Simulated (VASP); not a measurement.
# TaN in VASP: further runs

Runs on TaN. Level: PBE. Tasks: single point.

Everything below comes from runs of VASP 6.6.1. Logs are shortened: lines on timing, memory, paths and dates and some standing lists are left out, and cuts for length are marked.

## Step 1: The cell of the first run

It takes space group Fm-3m (No. 225, cubic). The conventional cell has a = 4.343 Å, b = 4.343 Å, c = 4.343 Å, α = 90.00°, β = 90.00°, γ = 90.00°. Within 2.9 Å of Ta (site symmetry m-3m) lie 6 N at 2.17 Å. Within 2.9 Å of N (site symmetry m-3m) lie 6 Ta at 2.17 Å.

## Step 2: Single point, PBE (volume scaled by 0.99)

The input, INCAR:

```
SYSTEM = TaN
ALGO = Normal
EDIFF = 1E-7
ENCUT = 520
GGA = PE
ISIF = 2
ISMEAR = -1
LASPH = .True.
LCHARG = .False.
LREAL = .False.
LWAVE = .False.
NBANDS = 15
NELM = 60
PREC = Accurate
SIGMA = 0.02
```

The input, KPOINTS:

```
k-points
0
Gamma
  9 9 9
  0 0 0
```

The input, POSCAR:

```
TaN
1.0
    0.0000000000      2.1717123202      2.1717123202
    2.1717123202      0.0000000000      2.1717123202
    2.1717123202      2.1717123202      0.0000000000
Ta N
1 1
Direct
    0.5000000000      0.5000000000      0.5000000000
    0.0000000000      0.0000000000      0.0000000000
```

Potentials or basis: VASP PAW PBE potentials, release 64 (Ta_pv, N).

Run with:

```bash
> cat potpaw_PBE.64/Ta_pv/POTCAR potpaw_PBE.64/N/POTCAR > POTCAR
> mpirun -np 1 vasp_std > vasp.out
```

OUTCAR:

```text
SYSTEM = TaN
   EDIFF = 1E-7
   ENCUT = 520
   GGA = PE
   ISIF = 2
   ISMEAR = -1
   LASPH = .True.
   LREAL = .False.
   NELM = 60
   PREC = Accurate

 ion  position               nearest neighbor table
   1  0.500  0.500  0.500-   2 2.17   2 2.17   2 2.17   2 2.17   2 2.17   2 2.17
   2  0.000  0.000  0.000-   1 2.17   1 2.17   1 2.17   1 2.17   1 2.17   1 2.17

  LATTYP: Found a face centered cubic cell.
 ALAT       =     4.3434246404

  Lattice vectors:

 A1 = (   0.0000000000,   2.1717123202,   2.1717123202)
 A2 = (   2.1717123202,   0.0000000000,   2.1717123202)
 A3 = (   2.1717123202,   2.1717123202,   0.0000000000)

Analysis of symmetry for initial positions (statically):
=====================================================================
 Subroutine PRICEL returns:
 Original cell was already a primitive cell.

 Routine SETGRP: Setting up the symmetry group for a
 face centered cubic supercell.

 Subroutine GETGRP returns: Found 48 space group operations
 (whereof 48 operations were pure point group operations)
 out of a pool of 48 trial point group operations.

The static configuration has the point symmetry O_h .

Analysis of symmetry for dynamics (positions and initial velocities):
=====================================================================
 Subroutine PRICEL returns:
 Original cell was already a primitive cell.

 Routine SETGRP: Setting up the symmetry group for a
 face centered cubic supercell.

 Subroutine GETGRP returns: Found 48 space group operations
 (whereof 48 operations were pure point group operations)
 out of a pool of 48 trial point group operations.

The dynamic configuration has the point symmetry O_h .

 Subroutine INISYM returns: Found 48 space group operations
 (whereof 48 operations are pure point group operations),
 and found     1 'primitive' translations

----------------------------------------------------------------------------------------

                                     Primitive cell

  volume of cell :      20.4850

  direct lattice vectors                    reciprocal lattice vectors
     0.000000000  2.171712320  2.171712320    -0.230233072  0.230233072  0.230233072
     2.171712320  0.000000000  2.171712320     0.230233072 -0.230233072  0.230233072
     2.171712320  2.171712320  0.000000000     0.230233072  0.230233072 -0.230233072

  length of vectors
     3.071265017  3.071265017  3.071265017     0.398775379  0.398775379  0.398775379

  position of ions in fractional coordinates (direct lattice)
[... 83 lines left out ...]
   IBRION =     -1    ionic relax: 0-MD 1-quasi-New 2-CG
   NFREE  =      0    steps in history (QN), initial steepest desc. (CG)
   ISIF   =      2    stress and relaxation
   ISYM   =      2    0-nonsym 1-usesym 2-fastsym
   POTIM  = 0.5000    time-step for ionic-motion
   TEBEG  =    0.0;   TEEND  =   0.0 temperature during run
   PSTRESS=    0.0 pullay stress
   NELECT =      16.0000    total number of electrons
   NUPDOWN=      -1.0000    fix difference up-down
   EMIN   =  10.00;   EMAX   =-10.00  energy-range for DOS
   EFERMI =   0.00;   METHOD = LEGACY
   ISMEAR =    -1;   SIGMA  =   0.02  broadening in eV -4-tet -1-fermi 0-gaus
   EFERMI_NEDOS =   21; number of points for ismear=-14 and -15
   IALGO  =     38    algorithm
   IMIX   =      4    mixing-type and parameters
     AMIX     =   0.40;   BMIX     =  1.00
     AMIX_MAG =   1.60;   BMIX_MAG =  1.00
  volume/ion in A,a.u.               =      10.24        69.12
  Fermi-wavevector in a.u.,A,eV,Ry     =   1.507657  2.849059 30.926443  2.273029
  Thomas-Fermi vector in A             =   2.618214
   LORBIT       =      0    0 simple, 1 ext, 2 COOP (PROOUT), +10 PAW based schemes
   GGA     = PE    functional components
   LHFCALC =     F    Hartree Fock is set to
   AEXX    =    0.0000 exact exchange contribution
   IVDW    =     0    specifies the selected vdW correction
   LEPSILON=     F    determine dielectric tensor
   LRPA    =     F    only Hartree local field effects (RPA)
 non-spin polarized calculation
  energy-cutoff  :      520.00
  volume of cell :       20.49
 maximum number of plane-waves:       560
   NGX = 11   NGY = 11   NGZ = 11

 number of electron      15.9999999 magnetization

 Free energy of the ion-electron system (eV)
  ---------------------------------------------------
  ext. energy  EPLUGINS =         0.00000000
  ---------------------------------------------------
  free energy    TOTEN  =       -21.76383861 eV

  energy without entropy =      -21.76278584  energy(sigma->0) =      -21.76331222

 E-fermi :   9.8756     XC(G=0): -13.6468

 val. band max:        9.7602019031   @ k =  -0.4444   0.2222   0.1111
 cond. band min:       9.9044758145   @ k =  -0.2222   0.2222   0.0000
 fundamental gap:      0.1442739114
 Fermi energy:         9.8755794165

 k-point     1 :       0.0000    0.0000    0.0000
  band No.  band energies     occupation
      1     -25.7351      2.00000
      2     -25.7351      2.00000
      3     -25.7351      2.00000
      4      -9.1997      2.00000
      5       6.0394      2.00000
      6       6.0394      2.00000
      7       6.0394      2.00000
      8       7.7621      2.00000
      9       7.7621      2.00000
     10       7.7621      2.00000
     11      10.0453      0.00041
     12      10.0453      0.00041
     13      11.8217      0.00000
     14      19.3937      0.00000
[... 401 lines left out ...]
      2     -26.0493      2.00000
      3     -26.0493      2.00000
      4      -7.8907      2.00000
      5       2.9930      2.00000
      6       4.3196      2.00000
      7       5.2074      2.00000
      8       5.2074      2.00000
      9      12.1326      0.00000
     10      13.6797      0.00000
     11      13.6797      0.00000
     12      14.7583      0.00000
     13      17.5715      0.00000
     14      19.4658      0.00000
     15      22.4239      0.00000

 [... further k-points ...]
[... 5 lines left out ...]
  --------------------------------------------------------------------------------------
  -------------------------------------------------------------------------------------
  Total        2.4963814      2.4963814      2.4963814      0.0000000      0.0000000      0.0000000
  in kB      195.2471245    195.2471245    195.2471245      0.0000000      0.0000000      0.0000000
  external PRESSURE =     195.2471245 kB  Pullay stress =       0.0000000 kB

 VOLUME and BASIS-vectors are now :
 -----------------------------------------------------------------------------
  energy-cutoff  :      520.00
  volume of cell :       20.49
      direct lattice vectors                 reciprocal lattice vectors
     0.000000000  2.171712320  2.171712320    -0.230233072  0.230233072  0.230233072
     2.171712320  0.000000000  2.171712320     0.230233072 -0.230233072  0.230233072
     2.171712320  2.171712320  0.000000000     0.230233072  0.230233072 -0.230233072

 POSITION                                       TOTAL-FORCE (eV/Angst)
 -----------------------------------------------------------------------------------
      2.17171      2.17171      2.17171        -0.000000     -0.000000      0.000000
      0.00000      0.00000      0.00000         0.000000      0.000000      0.000000
 -----------------------------------------------------------------------------------
    total drift:                                0.000000     -0.000000     -0.000000

  FREE ENERGIE OF THE ION-ELECTRON SYSTEM (eV)
  ---------------------------------------------------
  free  energy   TOTEN  =       -21.7638386103 eV

  energy  without entropy=      -21.7627858358  energy(sigma->0) =      -21.76331222
```

OSZICAR:

```text
N       E                     dE             d eps       ncg     rms          rms(c)
DAV:   1     0.891599971113E+02    0.89160E+02   -0.87147E+03  1050   0.115E+03
DAV:   2    -0.219803706925E+02   -0.11114E+03   -0.10459E+03  1260   0.304E+02
DAV:   3    -0.247767059197E+02   -0.27963E+01   -0.27751E+01  1197   0.448E+01
DAV:   4    -0.247874901989E+02   -0.10784E-01   -0.10782E-01  1337   0.294E+00
DAV:   5    -0.247875574320E+02   -0.67233E-04   -0.67232E-04  1204   0.205E-01    0.261E+01
DAV:   6    -0.218361024736E+02    0.29515E+01   -0.53603E+00  1240   0.266E+01    0.109E+01
DAV:   7    -0.217959507577E+02    0.40152E-01   -0.58356E-01  1225   0.601E+00    0.750E+00
DAV:   8    -0.217720543674E+02    0.23896E-01   -0.14005E-01  1162   0.309E+00    0.188E+00
DAV:   9    -0.217639443384E+02    0.81100E-02   -0.21504E-02  1162   0.121E+00    0.358E-01
DAV:  10    -0.217638844241E+02    0.59914E-04   -0.15967E-03  1239   0.414E-01    0.672E-02
DAV:  11    -0.217638401836E+02    0.44241E-04   -0.96506E-05  1141   0.112E-01    0.278E-02
DAV:  12    -0.217638390377E+02    0.11459E-05   -0.88097E-06  1211   0.286E-02    0.373E-03
DAV:  13    -0.217638385679E+02    0.46972E-06   -0.35184E-07  1161   0.485E-03    0.295E-03
DAV:  14    -0.217638386103E+02   -0.42337E-07   -0.28331E-08   595   0.147E-03
   1 F= -.21763839E+02 E0= -.21763312E+02  d E =-.105277E-02
```

Wall time 4.3 s (1 thread of Intel Xeon 6975P-C (Granite Rapids), shared host); peak memory 0.14 GiB.

What came out:

```
Free energy            : -21.7638 eV
Pressure               : 19.5 GPa
Band gap on the k mesh : zero (band 8 reaches 11.61 eV, above the bottom of band 9 at 7.76 eV)
```

Levels at points of the mesh, in eV from the Fermi level:
| k point | band 6 | band 7 | band 8 | band 9 | band 10 | band 11 |
| --- | --- | --- | --- | --- | --- | --- |
| (0.00, 0.00, 0.00) | -3.84 | -3.84 | -2.11 | -2.11 | -2.11 | 0.17 |

Caveat: spin-orbit coupling is left out, which moves the levels of the heavy elements.

## Step 3: Single point, PBE (volume scaled by 1.04)

The input, INCAR:

```
ALGO     = Normal         # electronic algorithm
EDIFF    = 1E-6           # SCF threshold, eV
ENCUT    = 520            # plane-wave cutoff, eV
GGA      = PE             # functional
ISIF     = 2              # what is computed and relaxed
ISMEAR   = -1             # smearing method
LASPH    = T              # aspherical terms in the spheres
LCHARG   = F              # write CHGCAR
LREAL    = F              # projectors in reciprocal space
LWAVE    = F              # write WAVECAR
NBANDS   = 15             # bands
NELM     = 60             # most SCF steps
PREC     = Accurate       # precision mode
SIGMA    = 0.02           # smearing width, eV
```

The input, KPOINTS:

```
k-points
0
Gamma
  9 9 9
```

The input, POSCAR:

```
TaN
1.0
    0.0000000000      2.2076743409      2.2076743409
    2.2076743409      0.0000000000      2.2076743409
    2.2076743409      2.2076743409      0.0000000000
Ta N
1 1
Direct
    0.5000000000      0.5000000000      0.5000000000
    0.0000000000      0.0000000000      0.0000000000
```

Potentials or basis: VASP PAW PBE potentials, release 64 (Ta_pv, N).

Run with:

```bash
> cat potpaw_PBE.64/Ta_pv/POTCAR potpaw_PBE.64/N/POTCAR > POTCAR
> mpirun -np 1 vasp_std > vasp.out
```

It took 4.5 s on 1 thread of Intel Xeon 6975P-C (Granite Rapids), shared host; peak memory 0.14 GiB.

It converged, with:

* Free energy: -21.8287 eV
* Pressure: 1.1 GPa
* Band gap on the k mesh: zero (band 8 reaches 10.93 eV, above the bottom of band 9 at 7.34 eV)

Levels at points of the mesh, in eV from the Fermi level:
| k point | band 4 | band 5 | band 6 | band 7 | band 8 | band 9 | band 10 | band 11 | band 12 | band 13 |
| --- | --- | --- | --- | --- | --- | --- | --- | --- | --- | --- |
| (0.00, 0.00, 0.00) | -18.67 | -3.69 | -3.69 | -3.69 | -1.98 | -1.98 | -1.98 | 0.16 | 0.16 | 1.51 |

Caveat: spin-orbit coupling is left out, which moves the levels of the heavy elements.

## Step 4: Single point, PBE (volume scaled by 1.06)

The input, INCAR:

```
SYSTEM = TaN
PREC = Accurate
ENCUT = 520
EDIFF = 1E-7
ISMEAR = -1
SIGMA = 0.02
LREAL = .False.
LASPH = .True.
NELM = 80
ALGO = Normal
ISIF = 2
LWAVE = .False.
LCHARG = .False.
GGA = PE
NBANDS = 15
```

The input, KPOINTS:

```
regular mesh
0
Gamma
  9 9 9
  0 0 0
```

The input, POSCAR:

```
TaN
1.0
    0.0000000000      2.2217363401      2.2217363401
    2.2217363401      0.0000000000      2.2217363401
    2.2217363401      2.2217363401      0.0000000000
Ta N
1 1
Direct
    0.5000000000      0.5000000000      0.5000000000
    0.0000000000      0.0000000000      0.0000000000
```

Run with:

```bash
> cat potpaw_PBE.64/Ta_pv/POTCAR potpaw_PBE.64/N/POTCAR > POTCAR
> mpirun -np 1 vasp_std > vasp.out
```

Wall time 5.1 s (1 thread of Intel Xeon 6975P-C (Granite Rapids), shared host); peak memory 0.13 GiB.

It converged, with:

* Free energy: -21.8237 eV
* Pressure: -5.1 GPa
* Band gap on the k mesh: zero (band 8 reaches 10.67 eV, above the bottom of band 9 at 7.17 eV)

Levels at points of the mesh, in eV from the Fermi level:
```csv
k point,band 6,band 7,band 8,band 9,band 10,band 11
"(0.00, 0.00, 0.00)",-3.64,-3.64,-1.92,-1.92,-1.92,0.15
```

Caveat: spin-orbit coupling is left out, which moves the levels of the heavy elements.

## Step 5: Single point, PBE (equal xy, yz and zx shear strains of +1.5 %)

Changes to INCAR since step 4:

```diff
@@ -3,3 +3,3 @@
 ENCUT = 520
-EDIFF = 1E-7
+EDIFF = 1E-6
 ISMEAR = -1
@@ -8,3 +8,3 @@
 LASPH = .True.
-NELM = 80
+NELM = 60
 ALGO = Normal
```

The input, KPOINTS:

```
Automatic mesh
0
Gamma
  9 9 9
  0 0 0
```

The input, POSCAR:

```
TaN
1.0
    0.0326850000      2.1953425000      2.1953425000
    2.1953425000      0.0326850000      2.1953425000
    2.1953425000      2.1953425000      0.0326850000
Ta N
1 1
Direct
    0.5000000000      0.5000000000      0.5000000000
    0.0000000000      0.0000000000      0.0000000000
```

Run with:

```bash
> cat potpaw_PBE.64/Ta_pv/POTCAR potpaw_PBE.64/N/POTCAR > POTCAR
> mpirun -np 1 vasp_std > vasp.out
```

Wall time 12 s (1 thread of Intel Xeon Platinum 8488C (Sapphire Rapids), shared host); peak memory 0.16 GiB.

Results (log left out):

```yaml
Free_energy: -21.7830 eV
Pressure: 15.6 GPa
Band_gap_on_the_k_mesh: zero (band 8 reaches 11.42 eV, above the bottom of band 9 at 7.80 eV)
```

Stress tensor (GPa, compression positive):
```
15.56 -0.80 -0.80
-0.80 15.56 -0.80
-0.80 -0.80 15.56
```

Levels at points of the mesh, in eV from the Fermi level:
```csv
k point,band 5,band 6,band 7,band 8,band 9,band 10,band 11,band 12
"(0.00, 0.00, 0.00)",-3.86,-3.73,-3.73,-2.30,-1.93,-1.93,0.21,0.21
```

Caveat: the cell differs from its parent crystal (equal xy, yz and zx shear strains of +1.5 %); spin-orbit coupling is left out, which moves the levels of the heavy elements.

## Step 6: Single point, PBE (equal xx and yy strain of -2 %)

The input, INCAR:

```
PREC = Accurate
ENCUT = 520
EDIFF = 1E-6
ISMEAR = -1
SIGMA = 0.02
LREAL = F
LASPH = T
NELM = 80
ALGO = Normal
ISIF = 2
LWAVE = F
LCHARG = F
GGA = PE
NBANDS = 15
```

The input, KPOINTS:

```
regular mesh
0
Gamma
  9 9 9
```

The input, POSCAR:

```
TaN
1.0
    0.0000000000      2.1354200000      2.1790000000
    2.1354200000      0.0000000000      2.1790000000
    2.1354200000      2.1354200000      0.0000000000
Ta N
1 1
Direct
    0.5000000000      0.5000000000      0.5000000000
    0.0000000000      0.0000000000      0.0000000000
```

Potentials or basis: VASP PAW PBE potentials, release 64 (Ta_pv, N).

Run with:

```bash
> cat potpaw_PBE.64/Ta_pv/POTCAR potpaw_PBE.64/N/POTCAR > POTCAR
> mpirun -np 1 vasp_std > vasp.out
```

It took 9.8 s on 1 thread of Intel Xeon Platinum 8488C (Sapphire Rapids), shared host; peak memory 0.15 GiB.

It converged, with:

```yaml
Free_energy: -21.6474 eV
Pressure: 33.4 GPa
Band_gap_on_the_k_mesh: zero (band 8 reaches 12.04 eV, above the bottom of band 9 at 8.12 eV)
```

Stress tensor (GPa, compression positive):
```
39.46  0.00  0.00
 0.00 39.46  0.00
 0.00  0.00 21.17
```

Levels at points of the mesh, in eV from the Fermi level:
```csv
k point,band 5,band 6,band 7,band 8,band 9,band 10,band 11,band 12
"(0.00, 0.00, 0.00)",-3.99,-3.88,-3.88,-2.36,-2.10,-2.10,-0.04,0.35
```

Caveat: the cell differs from its parent crystal (equal xx and yy strain of -2 %); spin-orbit coupling is left out, which moves the levels of the heavy elements.

## Step 7: The runs side by side

| cell | gap on the mesh (eV) | pressure (GPa) |
| --- | --- | --- |
| a = 3.071 Å, angles 60.0°, 2 atoms | none | 19.5 |
| a = 3.122 Å, angles 60.0°, 2 atoms | none | 1.1 |
| a = 3.142 Å, angles 60.0°, 2 atoms | none | -5.1 |
| a = 3.105 Å, angles 59.0°, 2 atoms | none | 15.6 |
| a = 3.051, b = 3.051, c = 3.020 Å, angles 60.3, 60.3, 59.3°, 2 atoms | none | 33.4 |

Alike in all rows: task single point; level PBE; potentials or basis VASP PAW PBE potentials, release 64 (Ta_pv, N); no spin polarisation; k mesh 9 × 9 × 9; cutoff (eV) 520; smearing fermi-dirac 0.02 eV.

Caveats: spin-orbit coupling is left out, which moves the levels of the heavy elements.

Total energies depend on the potentials used, so only differences within one code and one set of settings carry meaning.
